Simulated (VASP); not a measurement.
Set up this calculation in VASP 6.6.1, as the native input.

| Property | Result |
| --- | --- |
| Task | single point |
| Functional | PBE |
| Potentials or basis | VASP PAW PBE potentials, release 64 (Zr_sv) |
| Cutoff | 520 eV |
| k mesh | 4 × 4 × 2 |
| Occupations | fermi-dirac, width 0.04 eV |
| Spin | no spin polarisation |
| Dipole correction | no |
| Further INCAR settings | ALGO = Normal; EDIFF = 1e-06; NBANDS = 19 |

The structure of Zr lies in POSCAR:

```
Zr
1.0
    3.2320000000      0.0000000000      0.0000000000
   -1.6160000000      2.7989941050      0.0000000000
    0.0000000000      0.0000000000      5.1470000000
Zr
2
Direct
    0.6666666667      0.3333333333      0.7500000000
    0.3333333333      0.6666666667      0.2500000000
```

The input as run:

INCAR

```
PREC = Accurate
ENCUT = 520
EDIFF = 1E-6
ISMEAR = -1
SIGMA = 0.04
LREAL = F
LASPH = T
NELM = 80
ALGO = Normal
ISIF = 2
LWAVE = F
LCHARG = T
GGA = PE
LELF = T
LVHAR = T
NBANDS = 19
```

KPOINTS

```
Automatic mesh
0
Gamma
  4 4 2
```

Potentials or basis: VASP PAW PBE potentials, release 64 (Zr_sv).

The run is started by

```sh
$ cat potpaw_PBE.64/Zr_sv/POTCAR > POTCAR
$ mpirun -np 1 vasp_std > vasp.out
```

Results of the run:

- Pressure: 1.1 GPa
- Band gap on the k mesh: zero (band 12 reaches 9.85 eV, above the bottom of band 13 at 8.92 eV)

Caveat: the k points lie up to 0.61 Å⁻¹ apart.

It took 3.7 s on 1 thread of AMD EPYC 9R45 96-Core Processor (Zen 5) (shared host), peak memory 0.12 GiB.
